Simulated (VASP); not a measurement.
# RbCl (rocksalt type) (Fm-3m) in VASP: a series of runs

RbCl (rocksalt type) is run at these levels: PBE, RPBE; tasks: electric field gradients.

Program: VASP 6.6.1. These are calculated values, not measurements. Logs are shortened: lines on timing, memory, paths and dates and some standing lists are left out, and cuts for length are marked.

## Step 1: The cell of the first run

The structure is cubic, space group Fm-3m (No. 225). Conventional cell: a = 6.584 Å, b = 6.584 Å, c = 6.584 Å, α = 90.00°, β = 90.00°, γ = 90.00°. Within 4.3 Å of Rb (site symmetry m-3m) lie 6 Cl at 3.29 Å. Within 4.3 Å of Cl (site symmetry m-3m) lie 6 Rb at 3.29 Å.

## Step 2: Electric field gradients, PBE (volume scaled by 0.95)

Contents of INCAR:

```
PREC = Accurate ; ENCUT = 400
EDIFF = 1E-8 ; ISMEAR = -1
SIGMA = 0.05 ; LREAL = False
LASPH = True ; NELM = 120
ALGO = Normal ; ISIF = 2
LWAVE = False ; LCHARG = False
GGA = PE ; LEFG = True
NBANDS = 15 ; GGA_COMPAT = False
```

Contents of KPOINTS:

```
regular mesh
0
Gamma
  10 10 10
```

Contents of POSCAR:

```
RbCl
1.0
    0.0000000000      3.2921887786      3.2921887786
    3.2921887786      0.0000000000      3.2921887786
    3.2921887786      3.2921887786      0.0000000000
Rb Cl
1 1
Direct
    0.0000000000      0.0000000000      0.0000000000
    0.5000000000      0.5000000000      0.5000000000
```

Potentials or basis: VASP PAW PBE potentials, release 64 (Rb_sv, Cl).

Launch:

```bash
$ cat potpaw_PBE.64/Rb_sv/POTCAR potpaw_PBE.64/Cl/POTCAR > POTCAR
$ mpirun -np 1 vasp_std > vasp.out
```

OUTCAR:

```text
PREC = Accurate
   ENCUT = 400
   EDIFF = 1E-8
   ISMEAR = -1
   LREAL = False
   LASPH = True
   NELM = 120
   ISIF = 2
   GGA = PE

 ion  position               nearest neighbor table
   1  0.000  0.000  0.000-   2 3.29   2 3.29   2 3.29   2 3.29   2 3.29   2 3.29
   2  0.500  0.500  0.500-   1 3.29   1 3.29   1 3.29   1 3.29   1 3.29   1 3.29

  LATTYP: Found a face centered cubic cell.
 ALAT       =     6.5843775572

  Lattice vectors:

 A1 = (   0.0000000000,   3.2921887786,   3.2921887786)
 A2 = (   3.2921887786,   0.0000000000,   3.2921887786)
 A3 = (   3.2921887786,   3.2921887786,   0.0000000000)

Analysis of symmetry for initial positions (statically):
=====================================================================
 Subroutine PRICEL returns:
 Original cell was already a primitive cell.

 Routine SETGRP: Setting up the symmetry group for a
 face centered cubic supercell.

 Subroutine GETGRP returns: Found 48 space group operations
 (whereof 48 operations were pure point group operations)
 out of a pool of 48 trial point group operations.

The static configuration has the point symmetry O_h .

Analysis of symmetry for dynamics (positions and initial velocities):
=====================================================================
 Subroutine PRICEL returns:
 Original cell was already a primitive cell.

 Routine SETGRP: Setting up the symmetry group for a
 face centered cubic supercell.

 Subroutine GETGRP returns: Found 48 space group operations
 (whereof 48 operations were pure point group operations)
 out of a pool of 48 trial point group operations.

The dynamic configuration has the point symmetry O_h .

 Subroutine INISYM returns: Found 48 space group operations
 (whereof 48 operations are pure point group operations),
 and found     1 'primitive' translations

----------------------------------------------------------------------------------------

                                     Primitive cell

  volume of cell :      71.3648

  direct lattice vectors                    reciprocal lattice vectors
     0.000000000  3.292188779  3.292188779    -0.151874644  0.151874644  0.151874644
[... 133 lines left out ...]
 E-fermi :  -0.7742     XC(G=0):  -7.3464

 val. band max:       -1.8825954852   @ k =   0.0000   0.0000   0.0000
 cond. band min:       3.1099828421   @ k =   0.0000   0.0000   0.0000
 fundamental gap:      4.9925783273
 Fermi energy:        -0.7742093411

 k-point     1 :       0.0000    0.0000    0.0000
  band No.  band energies     occupation
      1     -25.8086      2.00000
      2     -13.8815      2.00000
      3      -9.8576      2.00000
      4      -9.8576      2.00000
      5      -9.8576      2.00000
      6      -1.8826      2.00000
      7      -1.8826      2.00000
      8      -1.8826      2.00000
      9       3.1100      0.00000
     10       6.1101      0.00000
     11       6.1101      0.00000
     12       6.1101      0.00000
     13       7.0922      0.00000
     14       7.0922      0.00000
[... 401 lines left out ...]
      2     -13.8718      2.00000
      3      -9.9826      2.00000
      4      -9.9322      2.00000
      5      -9.9295      2.00000
      6      -2.3745      2.00000
      7      -2.0245      2.00000
      8      -1.9995      2.00000
      9       4.7033      0.00000
     10       5.4183      0.00000
     11       8.0278      0.00000
     12       8.3288      0.00000
     13       8.8227      0.00000
     14       8.8309      0.00000
     15       9.5908      0.00000

 [... further k-points ...]

------------------------ aborting loop because EDIFF is reached ----------------------------------------

  FORCE on cell =-STRESS in cart. coord.  units (eV):
  Direction    XX          YY          ZZ          XY          YZ          ZX
  --------------------------------------------------------------------------------------
  -------------------------------------------------------------------------------------
  Total        0.3738801      0.3738801      0.3738801      0.0000000      0.0000000      0.0000000
  in kB        8.3938017      8.3938017      8.3938017      0.0000000      0.0000000      0.0000000
  external PRESSURE =       8.3938017 kB  Pullay stress =       0.0000000 kB

 VOLUME and BASIS-vectors are now :
 -----------------------------------------------------------------------------
  energy-cutoff  :      400.00
  volume of cell :       71.36
      direct lattice vectors                 reciprocal lattice vectors
     0.000000000  3.292188779  3.292188779    -0.151874644  0.151874644  0.151874644
     3.292188779  0.000000000  3.292188779     0.151874644 -0.151874644  0.151874644
     3.292188779  3.292188779  0.000000000     0.151874644  0.151874644 -0.151874644

 POSITION                                       TOTAL-FORCE (eV/Angst)
 -----------------------------------------------------------------------------------
      0.00000      0.00000      0.00000         0.000000     -0.000000     -0.000000
      3.29219      3.29219      3.29219         0.000000      0.000000      0.000000
 -----------------------------------------------------------------------------------
    total drift:                                0.000000      0.000000      0.000000

  FREE ENERGIE OF THE ION-ELECTRON SYSTEM (eV)
  ---------------------------------------------------
  free  energy   TOTEN  =        -6.6657175700 eV

  energy  without entropy=       -6.6657175700  energy(sigma->0) =       -6.66571757

 Electric field gradients (V/A^2)
---------------------------------------------------------------------
 ion       V_xx      V_yy      V_zz      V_xy      V_xz      V_yz
---------------------------------------------------------------------
   1       0.000    -0.000     0.000    -0.000    -0.000    -0.000
   2      -0.000     0.000     0.000    -0.000    -0.000    -0.000
---------------------------------------------------------------------

 Electric field gradients after diagonalization (V/A^2)
 (convention: |V_zz| > |V_xx| > |V_yy|)
----------------------------------------------------------------------
 ion       V_xx      V_yy      V_zz     asymmetry (V_yy - V_xx)/ V_zz
----------------------------------------------------------------------
   1       0.000     0.000    -0.000       0.000
   2       0.000     0.000    -0.000       0.000
----------------------------------------------------------------------

           NMR quadrupolar parameters

 Cq : quadrupolar parameter    Cq=e*Q*V_zz/h
 eta: asymmetry parameters     (V_yy - V_xx)/ V_zz
 Q  : nuclear electric quadrupole moment in mb (millibarn)
----------------------------------------------------------------------
 ion       Cq(MHz)       eta       Q (mb)
----------------------------------------------------------------------
   1      -0.000       0.000       1.000
   2      -0.000       0.000       1.000
----------------------------------------------------------------------
```

OSZICAR:

```text
N       E                     dE             d eps       ncg     rms          rms(c)
DAV:   1     0.725405453077E+02    0.72541E+02   -0.59430E+03  1410   0.754E+02
DAV:   2    -0.220108314235E+01   -0.74742E+02   -0.68827E+02  2032   0.155E+02
DAV:   3    -0.690119870176E+01   -0.47001E+01   -0.46817E+01  1852   0.400E+01
DAV:   4    -0.702724129678E+01   -0.12604E+00   -0.12602E+00  2139   0.656E+00
DAV:   5    -0.702828680423E+01   -0.10455E-02   -0.10455E-02  1967   0.544E-01    0.311E+00
DAV:   6    -0.667180758933E+01    0.35648E+00   -0.49492E-01  1774   0.345E+00    0.237E+00
DAV:   7    -0.664990117449E+01    0.21906E-01   -0.11978E-01  1956   0.183E+00    0.142E+00
DAV:   8    -0.666401988822E+01   -0.14119E-01   -0.16633E-02  1721   0.784E-01    0.168E-01
DAV:   9    -0.666509908467E+01   -0.10792E-02   -0.13814E-03  1935   0.198E-01    0.101E-01
DAV:  10    -0.666569513017E+01   -0.59605E-03   -0.52153E-04  1494   0.140E-01    0.151E-02
DAV:  11    -0.666571168057E+01   -0.16550E-04   -0.25448E-05  1830   0.317E-02    0.110E-02
DAV:  12    -0.666571763435E+01   -0.59538E-05   -0.12482E-05  1522   0.203E-02    0.345E-03
DAV:  13    -0.666571761805E+01    0.16305E-07   -0.23652E-07  2008   0.318E-03    0.229E-03
DAV:  14    -0.666571757457E+01    0.43476E-07   -0.20542E-07  1543   0.273E-03    0.290E-04
DAV:  15    -0.666571757001E+01    0.45584E-08   -0.71212E-09  1496   0.592E-04
   1 F= -.66657176E+01 E0= -.66657176E+01  d E =-.573358E-10
```

stdout:

```text
POSCAR found type information on POSCAR RbCl
 POSCAR found :  2 types and       2 ions
 scaLAPACK will be used
 LDA part: xc-table for (Slater+PW92), standard interpolation
 POSCAR, INCAR and KPOINTS ok, starting setup
 FFT: planning ... GRIDC
 FFT: planning ... GRID_SOFT
 FFT: planning ... GRID
 WAVECAR not read
 entering main loop
ion   1

ion   2
```

Run time: 23 s. Hardware: 1 thread of AMD EPYC 9R14 (Zen 4), shared host; peak memory 0.15 GiB.

What came out:

```
Free energy            : -6.6657 eV
Pressure               : 0.8 GPa
Band gap on the k mesh : 4.99 eV, direct
```

Levels at points of the mesh, in eV from the valence-band top:
```csv
k point,band 6,band 7,band 8,band 9,band 10,band 11
"(0.00, 0.00, 0.00)",0.00,0.00,0.00,4.99,7.99,7.99
"(0.50, 0.00, 0.00)",-0.86,-0.34,-0.34,7.74,7.97,10.15
"(0.50, 0.50, 0.00)",-0.32,-0.10,-0.10,6.21,8.06,9.70
```

Caveat: without QUAD_EFG the Cq values of the log hold for a quadrupole moment of 1 mb, not for the nuclei.

## Step 3: Electric field gradients, PBE (volume scaled by 0.975)

Contents of INCAR:

```
SYSTEM = RbCl
PREC = Accurate
ENCUT = 400
EDIFF = 1E-8
ISMEAR = -1
SIGMA = 0.05
LREAL = .False.
LASPH = .True.
NELM = 120
ALGO = Normal
ISIF = 2
LWAVE = .False.
LCHARG = .False.
GGA = PE
LEFG = .True.
NBANDS = 15
GGA_COMPAT = .False.
```

Contents of KPOINTS:

```
regular mesh
0
Gamma
  10 10 10
  0 0 0
```

Contents of POSCAR:

```
RbCl
1.0
    0.0000000000      3.3208179441      3.3208179441
    3.3208179441      0.0000000000      3.3208179441
    3.3208179441      3.3208179441      0.0000000000
Rb Cl
1 1
Direct
    0.0000000000      0.0000000000      0.0000000000
    0.5000000000      0.5000000000      0.5000000000
```

Potentials or basis: VASP PAW PBE potentials, release 64 (Rb_sv, Cl).

Launch:

```bash
$ cat potpaw_PBE.64/Rb_sv/POTCAR potpaw_PBE.64/Cl/POTCAR > POTCAR
$ mpirun -np 1 vasp_std > vasp.out
```

OUTCAR:

```text
SYSTEM = RbCl
   PREC = Accurate
   ENCUT = 400
   EDIFF = 1E-8
   ISMEAR = -1
   LREAL = .False.
   LASPH = .True.
   NELM = 120
   ISIF = 2
   GGA = PE

 ion  position               nearest neighbor table
   1  0.000  0.000  0.000-   2 3.32   2 3.32   2 3.32   2 3.32   2 3.32   2 3.32
   2  0.500  0.500  0.500-   1 3.32   1 3.32   1 3.32   1 3.32   1 3.32   1 3.32

  LATTYP: Found a face centered cubic cell.
 ALAT       =     6.6416358882

  Lattice vectors:

 A1 = (   0.0000000000,   3.3208179441,   3.3208179441)
 A2 = (   3.3208179441,   0.0000000000,   3.3208179441)
 A3 = (   3.3208179441,   3.3208179441,   0.0000000000)

Analysis of symmetry for initial positions (statically):
=====================================================================
 Subroutine PRICEL returns:
 Original cell was already a primitive cell.

 Routine SETGRP: Setting up the symmetry group for a
 face centered cubic supercell.

 Subroutine GETGRP returns: Found 48 space group operations
 (whereof 48 operations were pure point group operations)
 out of a pool of 48 trial point group operations.

The static configuration has the point symmetry O_h .

Analysis of symmetry for dynamics (positions and initial velocities):
=====================================================================
 Subroutine PRICEL returns:
 Original cell was already a primitive cell.

 Routine SETGRP: Setting up the symmetry group for a
 face centered cubic supercell.

 Subroutine GETGRP returns: Found 48 space group operations
 (whereof 48 operations were pure point group operations)
 out of a pool of 48 trial point group operations.

[... 576 lines left out ...]
      7      -2.1169      2.00000
      8      -2.0929      2.00000
      9       4.6146      0.00000
     10       5.2100      0.00000
     11       7.8735      0.00000
     12       8.1054      0.00000
     13       8.6094      0.00000
     14       8.6315      0.00000
     15       9.3467      0.00000

 [... further k-points ...]

------------------------ aborting loop because EDIFF is reached ----------------------------------------

  FORCE on cell =-STRESS in cart. coord.  units (eV):
  Direction    XX          YY          ZZ          XY          YZ          ZX
  --------------------------------------------------------------------------------------
  -------------------------------------------------------------------------------------
  Total        0.1786444      0.1786444      0.1786444      0.0000000      0.0000000     -0.0000000
  in kB        3.9078220      3.9078220      3.9078220      0.0000000      0.0000000     -0.0000000
  external PRESSURE =       3.9078220 kB  Pullay stress =       0.0000000 kB

 VOLUME and BASIS-vectors are now :
 -----------------------------------------------------------------------------
  energy-cutoff  :      400.00
  volume of cell :       73.24
      direct lattice vectors                 reciprocal lattice vectors
     0.000000000  3.320817944  3.320817944    -0.150565315  0.150565315  0.150565315
     3.320817944  0.000000000  3.320817944     0.150565315 -0.150565315  0.150565315
     3.320817944  3.320817944  0.000000000     0.150565315  0.150565315 -0.150565315

 POSITION                                       TOTAL-FORCE (eV/Angst)
 -----------------------------------------------------------------------------------
      0.00000      0.00000      0.00000         0.000000     -0.000000     -0.000000
      3.32082      3.32082      3.32082        -0.000000      0.000000      0.000000
 -----------------------------------------------------------------------------------
    total drift:                                0.000000     -0.000000     -0.000000

  FREE ENERGIE OF THE ION-ELECTRON SYSTEM (eV)
  ---------------------------------------------------
  free  energy   TOTEN  =        -6.6732833020 eV

  energy  without entropy=       -6.6732833020  energy(sigma->0) =       -6.67328330

 Electric field gradients (V/A^2)
---------------------------------------------------------------------
 ion       V_xx      V_yy      V_zz      V_xy      V_xz      V_yz
---------------------------------------------------------------------
   1      -0.000     0.000    -0.000    -0.000    -0.000    -0.000
   2       0.000     0.000     0.000    -0.001    -0.001    -0.001
---------------------------------------------------------------------

 Electric field gradients after diagonalization (V/A^2)
 (convention: |V_zz| > |V_xx| > |V_yy|)
----------------------------------------------------------------------
 ion       V_xx      V_yy      V_zz     asymmetry (V_yy - V_xx)/ V_zz
----------------------------------------------------------------------
   1       0.000     0.000    -0.000       0.000
   2       0.001     0.001    -0.001       0.000
----------------------------------------------------------------------

           NMR quadrupolar parameters

 Cq : quadrupolar parameter    Cq=e*Q*V_zz/h
 eta: asymmetry parameters     (V_yy - V_xx)/ V_zz
 Q  : nuclear electric quadrupole moment in mb (millibarn)
----------------------------------------------------------------------
 ion       Cq(MHz)       eta       Q (mb)
----------------------------------------------------------------------
   1      -0.000       0.000       1.000
   2      -0.000       0.000       1.000
----------------------------------------------------------------------
```

OSZICAR:

```text
N       E                     dE             d eps       ncg     rms          rms(c)
DAV:   1     0.739029864581E+02    0.73903E+02   -0.58358E+03  1410   0.748E+02
DAV:   2    -0.226964777175E+01   -0.76173E+02   -0.71118E+02  2069   0.156E+02
DAV:   3    -0.692957282701E+01   -0.46599E+01   -0.46438E+01  1824   0.397E+01
DAV:   4    -0.704335895665E+01   -0.11379E+00   -0.11375E+00  2193   0.609E+00
DAV:   5    -0.704437040106E+01   -0.10114E-02   -0.10114E-02  1933   0.523E-01    0.301E+00
DAV:   6    -0.668023471473E+01    0.36414E+00   -0.50600E-01  1788   0.344E+00    0.228E+00
DAV:   7    -0.665720544532E+01    0.23029E-01   -0.12162E-01  1949   0.181E+00    0.139E+00
DAV:   8    -0.667154661140E+01   -0.14341E-01   -0.17000E-02  1759   0.793E-01    0.177E-01
DAV:   9    -0.667264124496E+01   -0.10946E-02   -0.15429E-03  1907   0.205E-01    0.102E-01
DAV:  10    -0.667326034588E+01   -0.61910E-03   -0.54028E-04  1494   0.142E-01    0.156E-02
DAV:  11    -0.667327737896E+01   -0.17033E-04   -0.28725E-05  1795   0.332E-02    0.120E-02
DAV:  12    -0.667328344781E+01   -0.60688E-05   -0.14057E-05  1529   0.211E-02    0.399E-03
DAV:  13    -0.667328336945E+01    0.78356E-07   -0.26666E-07  2017   0.336E-03    0.251E-03
DAV:  14    -0.667328330245E+01    0.66999E-07   -0.21885E-07  1536   0.275E-03    0.291E-04
DAV:  15    -0.667328330201E+01    0.44270E-09   -0.62488E-09  1503   0.549E-04
   1 F= -.66732833E+01 E0= -.66732833E+01  d E =-.306830E-10
```

stdout:

```text
POSCAR found type information on POSCAR RbCl
 POSCAR found :  2 types and       2 ions
 scaLAPACK will be used
 LDA part: xc-table for (Slater+PW92), standard interpolation
 POSCAR, INCAR and KPOINTS ok, starting setup
 FFT: planning ... GRIDC
 FFT: planning ... GRID_SOFT
 FFT: planning ... GRID
 WAVECAR not read
 entering main loop
ion   1

ion   2
```

Wall time 24 s (1 thread of AMD EPYC 9R14 (Zen 4), shared host); peak memory 0.16 GiB.

What came out:

| Property | Result |
| --- | --- |
| Free energy | -6.6733 eV |
| Pressure | 0.4 GPa |
| Band gap on the k mesh | 4.91 eV, direct |

Caveat: without QUAD_EFG the Cq values of the log hold for a quadrupole moment of 1 mb, not for the nuclei.

(Continued in part 2 of 2.)
